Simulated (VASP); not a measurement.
# Fe (P6/mmm) in VASP: notebook, part 2 of 3

VASP 6.6.1. The steps go on from the part before.

## (3) Single point, PBE, collinear spin, ferromagnetic start

This run uses another cell than the first one, of 10.14 Å³/atom.

INCAR reads:

```
PREC = Accurate ; ENCUT = 520
EDIFF = 1E-6 ; ISMEAR = -1
SIGMA = 0.08 ; LREAL = F
LASPH = T ; NELM = 150
ALGO = Normal ; ISIF = 2
LWAVE = F ; LCHARG = F
ISPIN = 2 ; MAGMOM = 2.5
LORBIT = 11 ; LMAXMIX = 4
GGA = PE ; NBANDS = 14
```

KPOINTS reads:

```
regular mesh
0
Gamma
  18 18 16
```

POSCAR reads:

```
Fe
1.0
    2.3057350808      0.0000000000      0.0000000000
   -1.1528675404      1.9968251543      0.0000000000
    0.0000000000      0.0000000000      2.2026003790
Fe
1
Direct
    0.0000000000      0.0000000000      0.0000000000
```

Potentials or basis: VASP PAW PBE potentials, release 64 (Fe).

Started as:

```
$ cat potpaw_PBE.64/Fe/POTCAR > POTCAR
$ mpirun -np 1 vasp_std > vasp.out
```

OUTCAR:

```text
PREC = Accurate
   ENCUT = 520
   EDIFF = 1E-6
   ISMEAR = -1
   LREAL = F
   LASPH = T
   NELM = 150
   ISIF = 2
   ISPIN = 2
   LORBIT = 11
   GGA = PE

 ion  position               nearest neighbor table
   1  0.000  0.000  0.000-

  LATTYP: Found a hexagonal cell.
 ALAT       =     2.3057350808
 C/A-ratio  =     0.9552703593

  Lattice vectors:

 A1 = (   2.3057350808,   0.0000000000,   0.0000000000)
 A2 = (  -1.1528675404,   1.9968251543,   0.0000000000)
 A3 = (   0.0000000000,   0.0000000000,   2.2026003790)

Analysis of symmetry for initial positions (statically):
=====================================================================
 Subroutine PRICEL returns:
 Original cell was already a primitive cell.

 Routine SETGRP: Setting up the symmetry group for a
 hexagonal supercell.

 Subroutine GETGRP returns: Found 24 space group operations
 (whereof 24 operations were pure point group operations)
 out of a pool of 24 trial point group operations.

The static configuration has the point symmetry D_6h.

Analysis of symmetry for dynamics (positions and initial velocities):
=====================================================================
 Subroutine PRICEL returns:
 Original cell was already a primitive cell.

 Routine SETGRP: Setting up the symmetry group for a
 hexagonal supercell.

 Subroutine GETGRP returns: Found 24 space group operations
 (whereof 24 operations were pure point group operations)
 out of a pool of 24 trial point group operations.

The dynamic configuration has the point symmetry D_6h.

Analysis of structural, dynamic, and magnetic symmetry:
=====================================================================
 Subroutine PRICEL returns:
 Original cell was already a primitive cell.

 Routine SETGRP: Setting up the symmetry group for a
 hexagonal supercell.

 Subroutine GETGRP returns: Found 24 space group operations
 (whereof 24 operations were pure point group operations)
 out of a pool of 24 trial point group operations.

The overall configuration has the point symmetry D_6h.

 Subroutine INISYM returns: Found 24 space group operations
 (whereof 24 operations are pure point group operations),
 and found     1 'primitive' translations

----------------------------------------------------------------------------------------

                                     Primitive cell

  volume of cell :      10.1411

  direct lattice vectors                    reciprocal lattice vectors
     2.305735081  0.000000000  0.000000000     0.433701169  0.250397487  0.000000000
    -1.152867540  1.996825154  0.000000000     0.000000000  0.500794973  0.000000000
     0.000000000  0.000000000  2.202600379     0.000000000  0.000000000  0.454008820

  length of vectors
     2.305735081  2.305735081  2.202600379     0.500794973  0.500794973  0.454008820

  position of ions in fractional coordinates (direct lattice)
     0.000000000  0.000000000  0.000000000

  ion indices of the primitive-cell ions
   primitive index   ion index
                 1           1

----------------------------------------------------------------------------------------

 KPOINTS: regular mesh

Automatic generation of k-mesh.
 Grid dimensions read from file:
 generate k-points for:   18   18   16

 Generating k-lattice:

  Cartesian coordinates                     Fractional coordinates (reciprocal lattice)
     0.024094509  0.013910971  0.000000000     0.055555556  0.000000000  0.000000000
     0.000000000  0.027821943  0.000000000     0.000000000  0.055555556  0.000000000
     0.000000000  0.000000000  0.028375551     0.000000000  0.000000000  0.062500000
[... 65 lines left out ...]
   POTIM  = 0.5000    time-step for ionic-motion
   TEBEG  =    0.0;   TEEND  =   0.0 temperature during run
   PSTRESS=    0.0 pullay stress
   NELECT =       8.0000    total number of electrons
   NUPDOWN=      -1.0000    fix difference up-down
   EMIN   =  10.00;   EMAX   =-10.00  energy-range for DOS
   EFERMI =   0.00;   METHOD = LEGACY
   ISMEAR =    -1;   SIGMA  =   0.08  broadening in eV -4-tet -1-fermi 0-gaus
   EFERMI_NEDOS =   21; number of points for ismear=-14 and -15
   IALGO  =     38    algorithm
   IMIX   =      4    mixing-type and parameters
     AMIX     =   0.40;   BMIX     =  1.00
     AMIX_MAG =   1.60;   BMIX_MAG =  1.00
  volume/ion in A,a.u.               =      10.14        68.44
  Fermi-wavevector in a.u.,A,eV,Ry     =   1.512666  2.858525 31.132294  2.288159
  Thomas-Fermi vector in A             =   2.622560
   LORBIT       =     11    0 simple, 1 ext, 2 COOP (PROOUT), +10 PAW based schemes
   GGA     = PE    functional components
   LHFCALC =     F    Hartree Fock is set to
   AEXX    =    0.0000 exact exchange contribution
   IVDW    =     0    specifies the selected vdW correction
   LEPSILON=     F    determine dielectric tensor
   LRPA    =     F    only Hartree local field effects (RPA)
 spin polarized calculation
  energy-cutoff  :      520.00
  volume of cell :       10.14
 maximum number of plane-waves:       288
 NGX is ok and might be reduce to    18
   NGX =  9   NGY =  9   NGZ =  9

 number of electron       8.0000002 magnetization       1.8164070

 Free energy of the ion-electron system (eV)
  ---------------------------------------------------
  ext. energy  EPLUGINS =         0.00000000
  ---------------------------------------------------
  free energy    TOTEN  =        -7.50239612 eV

  energy without entropy =       -7.47951502  energy(sigma->0) =       -7.49095557

 E-fermi :   7.3108     XC(G=0): -13.7087

 val. band max:        7.3108177072   @ k =   0.5000   0.0000   0.5000
 cond. band min:       7.3145568746   @ k =   0.1667  -0.0000   0.2500
 fundamental gap:      0.0037391674
 Fermi energy:         7.3108210425

 spin component 1

 k-point     1 :       0.0000    0.0000    0.0000
  band No.  band energies     occupation
      1      -1.9800      1.00000
      2       2.5327      1.00000
      3       4.8733      1.00000
      4       4.8733      1.00000
      5       7.2951      0.54883
      6       7.2951      0.54883
      7      28.5117      0.00000
      8      30.7840      0.00000
      9      34.6276      0.00000
     10      36.8803      0.00000
     11      36.8803      0.00000
     12      38.3359      0.00000
     13      38.3359      0.00000
     14      47.3744      0.00000
[... 379 lines left out ...]
      3       5.5803      1.00000
      4       5.6633      1.00000
      5       6.8204      0.99783
      6       9.1117      0.00000
      7      15.6929      0.00000
      8      23.3038      0.00000
      9      35.1611      0.00000
     10      36.0574      0.00000
     11      38.1564      0.00000
     12      41.9656      0.00000
     13      44.6661      0.00000
     14      49.5648      0.00000

 [... further k-points ...]

 spin component 2

 k-point     1 :       0.0000    0.0000    0.0000
  band No.  band energies     occupation
      1      -1.6870      1.00000
      2       3.5171      1.00000
      3       6.3837      0.99999
      4       6.3837      0.99999
      5       9.9414      0.00000
      6       9.9414      0.00000
      7      29.1520      0.00000
      8      30.6734      0.00000
      9      34.9091      0.00000
     10      37.7532      0.00000
     11      37.7532      0.00000
     12      38.7614      0.00000
     13      38.7614      0.00000
     14      47.5890      0.00000
[... 379 lines left out ...]
      3       6.2920      1.00000
      4       8.0905      0.00006
      5       9.4092      0.00000
      6      10.4599      0.00000
      7      16.6653      0.00000
      8      23.8602      0.00000
      9      35.1445      0.00000
     10      36.5776      0.00000
     11      38.9260      0.00000
     12      42.6465      0.00000
     13      44.6885      0.00000
     14      49.9951      0.00000

 [... further k-points ...]
[... 5 lines left out ...]
  --------------------------------------------------------------------------------------
  -------------------------------------------------------------------------------------
  Total        2.9512677      2.9512677      2.8869493     -0.0000000      0.0000000      0.0000000
  in kB      466.2662970    466.2662970    456.1047367     -0.0000000      0.0000000      0.0000000
  external PRESSURE =     462.8791102 kB  Pullay stress =       0.0000000 kB

 VOLUME and BASIS-vectors are now :
 -----------------------------------------------------------------------------
  energy-cutoff  :      520.00
  volume of cell :       10.14
      direct lattice vectors                 reciprocal lattice vectors
     2.305735081  0.000000000  0.000000000     0.433701169  0.250397487  0.000000000
    -1.152867540  1.996825154  0.000000000     0.000000000  0.500794973  0.000000000
     0.000000000  0.000000000  2.202600379     0.000000000  0.000000000  0.454008820

 POSITION                                       TOTAL-FORCE (eV/Angst)
 -----------------------------------------------------------------------------------
      0.00000      0.00000      0.00000         0.000000      0.000000      0.000000
 -----------------------------------------------------------------------------------
    total drift:                               -0.000000      0.000000      0.000000

  FREE ENERGIE OF THE ION-ELECTRON SYSTEM (eV)
  ---------------------------------------------------
  free  energy   TOTEN  =        -7.5023961191 eV

  energy  without entropy=       -7.4795150190  energy(sigma->0) =       -7.49095557

 total charge

# of ion       s       p       d       tot
------------------------------------------
    1        0.576   0.625   6.462   7.663

 magnetization (x)

# of ion       s       p       d       tot
------------------------------------------
    1        0.007  -0.007   1.793   1.793
```

It took 32 s on 1 thread of Intel Xeon 6975P-C (Granite Rapids), shared host; peak memory 0.18 GiB.

What came out:

```yaml
Free_energy: -7.5024 eV
Pressure: 46.3 GPa
Net_moment: 1.82 μB per cell
Site_moments: Fe +1.79 μB
Valence_electrons_inside_the_program's_atomic_spheres: Fe 7.66
```

Stress tensor (GPa, compression positive):
```
46.63  0.00  0.00
 0.00 46.63  0.00
 0.00  0.00 45.61
```

Caveat: the cell stands under pressure.

## (4) Single point, PBE, collinear spin, ferromagnetic start (11.41 Å³/atom)

This run uses another cell than the first one, of 11.41 Å³/atom.

INCAR reads:

```
SYSTEM = Fe
  PREC = Accurate
  ENCUT = 520
  EDIFF = 1E-6
  ISMEAR = -1
  SIGMA = 0.08
  LREAL = .FALSE.
  LASPH = .TRUE.
  NELM = 150
  ALGO = Normal
  ISIF = 2
  LWAVE = .FALSE.
  LCHARG = .TRUE.
  ISPIN = 2
  MAGMOM = 2.5
  LORBIT = 11
  LMAXMIX = 4
  GGA = PE
  LELF = .TRUE.
  LVHAR = .TRUE.
  NBANDS = 14
```

KPOINTS reads:

```
regular mesh
0
G
  18 18 16
  0 0 0
```

POSCAR reads:

```
Fe
1.0
    2.3927441694      0.0000000000      0.0000000000
   -1.1963720847      2.0721772354      0.0000000000
    0.0000000000      0.0000000000      2.3009888452
Fe
1
Direct
    0.0000000000      0.0000000000      0.0000000000
```

Potentials or basis: VASP PAW PBE potentials, release 64 (Fe).

Started as:

```
$ cat potpaw_PBE.64/Fe/POTCAR > POTCAR
$ mpirun -np 1 vasp_std > vasp.out
```

OUTCAR:

```text
SYSTEM = Fe
   PREC = Accurate
   ENCUT = 520
   EDIFF = 1E-6
   ISMEAR = -1
   LREAL = .FALSE.
   LASPH = .TRUE.
   NELM = 150
   ISIF = 2
   ISPIN = 2
   LORBIT = 11
   GGA = PE

 ion  position               nearest neighbor table
   1  0.000  0.000  0.000-

  LATTYP: Found a hexagonal cell.
 ALAT       =     2.3927441694
 C/A-ratio  =     0.9616526809

  Lattice vectors:

 A1 = (   2.3927441694,   0.0000000000,   0.0000000000)
 A2 = (  -1.1963720847,   2.0721772354,   0.0000000000)
 A3 = (   0.0000000000,   0.0000000000,   2.3009888452)

Analysis of symmetry for initial positions (statically):
=====================================================================
 Subroutine PRICEL returns:
 Original cell was already a primitive cell.

 Routine SETGRP: Setting up the symmetry group for a
 hexagonal supercell.

 Subroutine GETGRP returns: Found 24 space group operations
 (whereof 24 operations were pure point group operations)
 out of a pool of 24 trial point group operations.

The static configuration has the point symmetry D_6h.

Analysis of symmetry for dynamics (positions and initial velocities):
[... 597 lines left out ...]
      4       5.5531      0.99856
      5       8.5944      0.00000
      6       8.5944      0.00000
      7      26.0689      0.00000
      8      28.4707      0.00000
      9      31.3221      0.00000
     10      34.2564      0.00000
     11      34.2564      0.00000
     12      35.4658      0.00000
     13      35.4658      0.00000
     14      43.0227      0.00000
[... 379 lines left out ...]
      3       5.2493      0.99997
      4       6.9907      0.00001
      5       8.1349      0.00000
      6       9.0475      0.00000
      7      14.4564      0.00000
      8      21.3501      0.00000
      9      32.0687      0.00000
     10      33.2172      0.00000
     11      35.1876      0.00000
     12      38.8136      0.00000
     13      40.7424      0.00000
     14      45.8587      0.00000

 [... further k-points ...]
[... 5 lines left out ...]
  --------------------------------------------------------------------------------------
  -------------------------------------------------------------------------------------
  Total        1.0848507      1.0848507      1.0256752      0.0000000     -0.0000000      0.0000000
  in kB      152.3501467    152.3501467    144.0398826      0.0000000     -0.0000000      0.0000000
  external PRESSURE =     149.5800587 kB  Pullay stress =       0.0000000 kB

 VOLUME and BASIS-vectors are now :
 -----------------------------------------------------------------------------
  energy-cutoff  :      520.00
  volume of cell :       11.41
      direct lattice vectors                 reciprocal lattice vectors
     2.392744169  0.000000000  0.000000000     0.417930179  0.241292102  0.000000000
    -1.196372085  2.072177235  0.000000000     0.000000000  0.482584203  0.000000000
     0.000000000  0.000000000  2.300988845     0.000000000  0.000000000  0.434595762

 POSITION                                       TOTAL-FORCE (eV/Angst)
 -----------------------------------------------------------------------------------
      0.00000      0.00000      0.00000        -0.000000      0.000000      0.000000
 -----------------------------------------------------------------------------------
    total drift:                                0.000000      0.000000      0.000000

  FREE ENERGIE OF THE ION-ELECTRON SYSTEM (eV)
  ---------------------------------------------------
  free  energy   TOTEN  =        -7.7317613731 eV

  energy  without entropy=       -7.7094841006  energy(sigma->0) =       -7.72062274

 total charge

# of ion       s       p       d       tot
------------------------------------------
    1        0.526   0.530   6.326   7.381

 magnetization (x)

# of ion       s       p       d       tot
------------------------------------------
    1        0.005  -0.012   2.096   2.090
```

Run time: 40 s. Hardware: 1 thread of Intel Xeon 6975P-C (Granite Rapids), shared host; peak memory 0.19 GiB.

What came out:

| Property | Result |
| --- | --- |
| Free energy | -7.7318 eV |
| Pressure | 15.0 GPa |
| Net moment | 2.11 μB per cell |
| Site moments | Fe +2.09 μB |
| Valence electrons inside the program's atomic spheres | Fe 7.38 |

Stress tensor (GPa, compression positive):
```
15.24  0.00  0.00
 0.00 15.24  0.00
 0.00  0.00 14.40
```

Caveat: the cell stands under pressure.

(Part 2 of 3 ends here.)
